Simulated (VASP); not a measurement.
# CO2 (Pbca) in VASP: further runs

Runs on CO2. Level: PBEsol. Tasks: single point.

Everything below comes from runs of VASP 6.6.1. Logs are shortened: lines on timing, memory, paths and dates and some standing lists are left out, and cuts for length are marked.

### 1 The cell of the first run

The structure is orthorhombic, space group Pbca (No. 61). Conventional cell: a = 5.162 Å, b = 5.800 Å, c = 6.235 Å, α = 90.00°, β = 90.00°, γ = 90.00°. Within 1.6 Å of C (site symmetry -1) lie 2 O at 1.16 Å. Within 1.6 Å of O (site symmetry 1) lie 1 C at 1.16 Å.

### 2 Single point, PBEsol (normal strain along x -0.1100, normal strain along z +0.0750)

INCAR

```
SYSTEM = CO2
ALGO = Normal ; EDIFF = 1E-6
ENCUT = 520 ; GGA = PS
ISIF = 2 ; ISMEAR = 0
LASPH = .True. ; LCHARG = .False.
LREAL = .False. ; LWAVE = .False.
NBANDS = 44 ; NELM = 80
PREC = Accurate ; SIGMA = 0.05
```

KPOINTS

```
k-points
0
Gamma
  4 4 4
  0 0 0
```

POSCAR

```
CO2
1.0
    5.1619422692      0.0000000000      0.0000000000
    0.0000000000      5.7999351339      0.0000000000
    0.0000000000      0.0000000000      6.2349302689
C O
4 8
Direct
    0.0000000000      0.0000000000      0.0000000000
    0.5000000000      0.0000000000      0.5000000000
    0.5000000000      0.5000000000      0.0000000000
    0.0000000000      0.5000000000      0.5000000000
    0.1161576883      0.1161576883      0.1161576883
    0.3838423117      0.8838423117      0.6161576883
    0.6161576883      0.3838423117      0.8838423117
    0.8838423117      0.6161576883      0.3838423117
    0.8838423117      0.8838423117      0.8838423117
    0.6161576883      0.1161576883      0.3838423117
    0.3838423117      0.6161576883      0.1161576883
    0.1161576883      0.3838423117      0.6161576883
```

Potentials or basis: VASP PAW PBE potentials, release 64 (C, O).

Started as:

```bash
$ cat potpaw_PBE.64/C/POTCAR potpaw_PBE.64/O/POTCAR > POTCAR
$ mpirun -np 1 vasp_std > vasp.out
```

OUTCAR:

```text
SYSTEM = CO2
   EDIFF = 1E-6
   ENCUT = 520
   GGA = PS
   ISIF = 2
   ISMEAR = 0
   LASPH = .True.
   LREAL = .False.
   NELM = 80
   PREC = Accurate

 ion  position               nearest neighbor table
   1  0.000  0.000  0.000-   5 1.16   9 1.16
   2  0.500  0.000  0.500-   6 1.16  10 1.16
   3  0.500  0.500  0.000-   7 1.16  11 1.16
   4  0.000  0.500  0.500-   8 1.16  12 1.16
   5  0.116  0.116  0.116-   1 1.16
   6  0.384  0.884  0.616-   2 1.16
   7  0.616  0.384  0.884-   3 1.16
   8  0.884  0.616  0.384-   4 1.16
   9  0.884  0.884  0.884-   1 1.16
  10  0.616  0.116  0.384-   2 1.16
  11  0.384  0.616  0.116-   3 1.16
  12  0.116  0.384  0.616-   4 1.16

  LATTYP: Found a simple orthorhombic cell.
 ALAT       =     5.1619422692
 B/A-ratio  =     1.1235955056
 C/A-ratio  =     1.2078651685

  Lattice vectors:

 A1 = (   5.1619422692,   0.0000000000,   0.0000000000)
 A2 = (   0.0000000000,   5.7999351339,   0.0000000000)
 A3 = (   0.0000000000,   0.0000000000,   6.2349302689)

Analysis of symmetry for initial positions (statically):
=====================================================================
 Subroutine PRICEL returns:
 Original cell was already a primitive cell.

 Routine SETGRP: Setting up the symmetry group for a
 simple orthorhombic supercell.

 Subroutine GETGRP returns: Found  8 space group operations
 (whereof  2 operations were pure point group operations)
 out of a pool of  8 trial point group operations.

The static configuration has the point symmetry S_2 .
 The point group associated with its full space group is D_2h.

Analysis of symmetry for dynamics (positions and initial velocities):
=====================================================================
 Subroutine PRICEL returns:
 Original cell was already a primitive cell.

 Routine SETGRP: Setting up the symmetry group for a
 simple orthorhombic supercell.

 Subroutine GETGRP returns: Found  8 space group operations
 (whereof  2 operations were pure point group operations)
 out of a pool of  8 trial point group operations.

The dynamic configuration has the point symmetry S_2 .
 The point group associated with its full space group is D_2h.

 Subroutine INISYM returns: Found  8 space group operations
 (whereof  2 operations are pure point group operations),
 and found     1 'primitive' translations

----------------------------------------------------------------------------------------

                                     Primitive cell

  volume of cell :     186.6671

  direct lattice vectors                    reciprocal lattice vectors
     5.161942269  0.000000000  0.000000000     0.193725530  0.000000000  0.000000000
     0.000000000  5.799935134  0.000000000     0.000000000  0.172415721  0.000000000
     0.000000000  0.000000000  6.234930269     0.000000000  0.000000000  0.160386718

  length of vectors
     5.161942269  5.799935134  6.234930269     0.193725530  0.172415721  0.160386718

  position of ions in fractional coordinates (direct lattice)
     0.000000000  0.000000000  0.000000000
     0.500000000  0.000000000  0.500000000
     0.500000000  0.500000000  0.000000000
     0.000000000  0.500000000  0.500000000
     0.116157688  0.116157688  0.116157688
     0.383842312  0.883842312  0.616157688
     0.616157688  0.383842312  0.883842312
     0.883842312  0.616157688  0.383842312
     0.883842312  0.883842312  0.883842312
     0.616157688  0.116157688  0.383842312
     0.383842312  0.616157688  0.116157688
     0.116157688  0.383842312  0.616157688

  ion indices of the primitive-cell ions
   primitive index   ion index
                 1           1
                 2           2
                 3           3
                 4           4
                 5           5
                 6           6
                 7           7
                 8           8
                 9           9
                10          10
                11          11
                12          12

----------------------------------------------------------------------------------------

 KPOINTS: k-points

Automatic generation of k-mesh.
 Grid dimensions read from file:
 generate k-points for:    4    4    4

 Generating k-lattice:

  Cartesian coordinates                     Fractional coordinates (reciprocal lattice)
     0.048431382  0.000000000  0.000000000     0.250000000  0.000000000  0.000000000
     0.000000000  0.043103930  0.000000000     0.000000000  0.250000000  0.000000000
     0.000000000  0.000000000  0.040096679     0.000000000  0.000000000  0.250000000

  Length of vectors
     0.048431382  0.043103930  0.040096679

  Shift w.r.t. Gamma in fractional coordinates (k-lattice)
     0.000000000  0.000000000  0.000000000

 Subroutine IBZKPT returns following result:
 ===========================================

 Found     27 irreducible k-points:

 Following reciprocal coordinates:
            Coordinates               Weight
  0.000000  0.000000  0.000000      1.000000
  0.250000  0.000000  0.000000      2.000000
  0.500000  0.000000  0.000000      1.000000
  0.000000  0.250000  0.000000      2.000000
  0.250000  0.250000  0.000000      4.000000
  0.500000  0.250000  0.000000      2.000000
[... 16 lines left out ...]
  0.250000  0.250000  0.500000      4.000000
  0.500000  0.250000  0.500000      2.000000
 [... further k-points ...]
   k-points           NKPTS =     27   k-points in BZ     NKDIM =     27   number of bands    NBANDS=     44
   number of dos      NEDOS =    301   number of ions     NIONS =     12
   total plane-waves  NPLWV =  92160
   dimension x,y,z NGX =    40 NGY =   48 NGZ =   48
   dimension x,y,z NGXF=    80 NGYF=   96 NGZF=   96
   ions per type =               4   8
   NGX,Y,Z   is equivalent  to a cutoff of  12.88, 13.76, 12.80 a.u.
   NGXF,Y,Z  is equivalent  to a cutoff of  25.76, 27.52, 25.60 a.u.
 SYSTEM =  CO2
   PREC   = accura    normal or accurate (medium, high low for compatibility)
   ISTART =      0    job   : 0-new  1-cont  2-samecut
   ICHARG =      2    charge: 1-file 2-atom 10-const
   ISPIN  =      1    spin polarized calculation?
   LNONCOLLINEAR =      F non collinear calculations
   LSORBIT =      F    spin-orbit coupling
   LASPH  =      T    aspherical Exc in radial PAW
   ENCUT  =  520.0 eV  38.22 Ry    6.18 a.u.   9.60 10.78 11.59*2*pi/ulx,y,z
   NELM   =     80;   NELMIN=  2; NELMDL= -5     # of ELM steps
   EDIFF  = 0.1E-05   stopping-criterion for ELM
   LREAL  =      F    real-space projection
   EDIFFG = 0.1E-04   stopping-criterion for IOM
   NSW    =      0    number of steps for IOM
   IBRION =     -1    ionic relax: 0-MD 1-quasi-New 2-CG
   NFREE  =      0    steps in history (QN), initial steepest desc. (CG)
   ISIF   =      2    stress and relaxation
   ISYM   =      2    0-nonsym 1-usesym 2-fastsym
   POTIM  = 0.5000    time-step for ionic-motion
   TEBEG  =    0.0;   TEEND  =   0.0 temperature during run
   PSTRESS=    0.0 pullay stress
   NELECT =      64.0000    total number of electrons
   NUPDOWN=      -1.0000    fix difference up-down
   EMIN   =  10.00;   EMAX   =-10.00  energy-range for DOS
   EFERMI =   0.00;   METHOD = LEGACY
   ISMEAR =     0;   SIGMA  =   0.05  broadening in eV -4-tet -1-fermi 0-gaus
   EFERMI_NEDOS =   21; number of points for ismear=-14 and -15
   IALGO  =     38    algorithm
   IMIX   =      4    mixing-type and parameters
     AMIX     =   0.40;   BMIX     =  1.00
     AMIX_MAG =   1.60;   BMIX_MAG =  1.00
  volume/ion in A,a.u.               =      15.56       104.97
  Fermi-wavevector in a.u.,A,eV,Ry     =   1.145809  2.165265 17.862790  1.312878
  Thomas-Fermi vector in A             =   2.282496
   LORBIT       =      0    0 simple, 1 ext, 2 COOP (PROOUT), +10 PAW based schemes
   GGA     = PS    functional components
   LHFCALC =     F    Hartree Fock is set to
   AEXX    =    0.0000 exact exchange contribution
   IVDW    =     0    specifies the selected vdW correction
   LEPSILON=     F    determine dielectric tensor
   LRPA    =     F    only Hartree local field effects (RPA)
 non-spin polarized calculation
 Gauss-broadening in eV      SIGMA  =   0.05
  energy-cutoff  :      520.00
  volume of cell :      186.67
 maximum number of plane-waves:      5068
 NGX is ok and might be reduce to    40
   NGX = 19   NGY = 21   NGZ = 23

 number of electron      64.0000000 magnetization

 Free energy of the ion-electron system (eV)
  ---------------------------------------------------
  ext. energy  EPLUGINS =         0.00000000
  ---------------------------------------------------
  free energy    TOTEN  =       -95.16966541 eV

  energy without entropy =      -95.16966541  energy(sigma->0) =      -95.16966541

 E-fermi :  -3.6334     XC(G=0):  -7.6735

 val. band max:       -3.8770299044   @ k =   0.0000   0.0000   0.0000
 cond. band min:       2.7683714950   @ k =   0.0000   0.0000   0.0000
 fundamental gap:      6.6454013995
 Fermi energy:        -3.6333725201

 k-point     1 :       0.0000    0.0000    0.0000
  band No.  band energies     occupation
      1     -24.5886      2.00000
      2     -24.4489      2.00000
      3     -24.4260      2.00000
      4     -24.3852      2.00000
      5     -23.5060      2.00000
      6     -23.4994      2.00000
[... 36 lines left out ...]
     43       6.6765      0.00000
     44       7.4781      0.00000

 k-point     2 :       0.2500    0.0000    0.0000
  band No.  band energies     occupation
      1     -24.5598      2.00000
      2     -24.4453      2.00000
      3     -24.4289      2.00000
      4     -24.4158      2.00000
      5     -23.4972      2.00000
      6     -23.4923      2.00000
[... 36 lines left out ...]
     43       6.5622      0.00000
     44       6.9984      0.00000

 k-point     3 :       0.5000    0.0000    0.0000
  band No.  band energies     occupation
      1     -24.4884      2.00000
      2     -24.4884      2.00000
      3     -24.4366      2.00000
      4     -24.4366      2.00000
      5     -23.4757      2.00000
      6     -23.4757      2.00000
[... 36 lines left out ...]
     43       7.2690      0.00000
     44       7.2690      0.00000

 k-point     4 :       0.0000    0.2500    0.0000
  band No.  band energies     occupation
      1     -24.5660      2.00000
      2     -24.4511      2.00000
      3     -24.4396      2.00000
      4     -24.3944      2.00000
      5     -23.5040      2.00000
      6     -23.4992      2.00000
[... 882 lines left out ...]
     43       6.5955      0.00000
     44       6.5955      0.00000

 k-point    23 :       0.2500    0.2500    0.5000
  band No.  band energies     occupation
      1     -24.4919      2.00000
      2     -24.4919      2.00000
      3     -24.4341      2.00000
      4     -24.4341      2.00000
      5     -23.4774      2.00000
      6     -23.4774      2.00000
[... 36 lines left out ...]
     43       6.4766      0.00000
     44       6.4766      0.00000

 k-point    24 :       0.5000    0.2500    0.5000
  band No.  band energies     occupation
      1     -24.4618      2.00000
      2     -24.4618      2.00000
      3     -24.4618      2.00000
      4     -24.4618      2.00000
      5     -23.4765      2.00000
      6     -23.4765      2.00000
[... 36 lines left out ...]
     43       5.6507      0.00000
     44       5.6507      0.00000

 [... further k-points ...]

------------------------ aborting loop because EDIFF is reached ----------------------------------------

  FORCE on cell =-STRESS in cart. coord.  units (eV):
  Direction    XX          YY          ZZ          XY          YZ          ZX
  --------------------------------------------------------------------------------------
  -------------------------------------------------------------------------------------
  Total        5.1825961      5.6651878      6.2414549      0.0000000      0.0000000      0.0000000
  in kB       44.4825896     48.6247090     53.5708503      0.0000000      0.0000000      0.0000000
  external PRESSURE =      48.8927163 kB  Pullay stress =       0.0000000 kB

 VOLUME and BASIS-vectors are now :
 -----------------------------------------------------------------------------
  energy-cutoff  :      520.00
  volume of cell :      186.67
      direct lattice vectors                 reciprocal lattice vectors
     5.161942269  0.000000000  0.000000000     0.193725530  0.000000000  0.000000000
     0.000000000  5.799935134  0.000000000     0.000000000  0.172415721  0.000000000
     0.000000000  0.000000000  6.234930269     0.000000000  0.000000000  0.160386718

 POSITION                                       TOTAL-FORCE (eV/Angst)
 -----------------------------------------------------------------------------------
      0.00000      0.00000      0.00000         0.000000      0.000000      0.000000
      2.58097      0.00000      3.11747         0.000000      0.000000      0.000000
      2.58097      2.89997      0.00000         0.000000      0.000000      0.000000
      0.00000      2.89997      3.11747         0.000000      0.000000      0.000000
      0.59960      0.67371      0.72424         0.972410      1.090002      1.118903
      1.98137      5.12623      3.84170        -0.972410     -1.090002      1.118903
      3.18057      2.22626      5.51070         0.972410     -1.090002     -1.118903
      4.56234      3.57367      2.39323        -0.972410      1.090002     -1.118903
      4.56234      5.12623      5.51070        -0.972410     -1.090002     -1.118903
      3.18057      0.67371      2.39323         0.972410      1.090002     -1.118903
      1.98137      3.57367      0.72424        -0.972410      1.090002      1.118903
      0.59960      2.22626      3.84170         0.972410     -1.090002      1.118903
 -----------------------------------------------------------------------------------
    total drift:                               -0.000000      0.000000      0.000000

  FREE ENERGIE OF THE ION-ELECTRON SYSTEM (eV)
  ---------------------------------------------------
  free  energy   TOTEN  =       -95.1696654073 eV

  energy  without entropy=      -95.1696654073  energy(sigma->0) =      -95.16966541
```

Run time: 1.8 min. Hardware: 1 thread of Intel Xeon 6975P-C (Granite Rapids), shared host; peak memory 0.37 GiB.

Results:

| Item | Value |
| --- | --- |
| Free energy | -95.1697 eV |
| Pressure | 4.9 GPa |
| Largest force | 1.840 eV/Å |
| Band gap on the k mesh | 6.65 eV |

Forces on the atoms (eV/Å):
```
C    0.000  0.000  0.000
C    0.000  0.000  0.000
C    0.000  0.000  0.000
C    0.000  0.000  0.000
O    0.972  1.090  1.119
O   -0.972 -1.090  1.119
O    0.972 -1.090 -1.119
O   -0.972  1.090 -1.119
O   -0.972 -1.090 -1.119
O    0.972  1.090 -1.119
O   -0.972  1.090  1.119
O    0.972 -1.090  1.119
```

Stress tensor (GPa, compression positive):
```
4.45 0.00 0.00
0.00 4.86 0.00
0.00 0.00 5.36
```

Caveat: the cell differs from its parent crystal (normal strain along x -0.1100, normal strain along z +0.0750); the cell stands under pressure; this functional lacks dispersion, which holds the molecules together, so the pressure and a relaxed volume are unreliable; the PAW data sets were made with another functional, which shifts forces and pressure a little.

(Continued in part 2 of 3.)
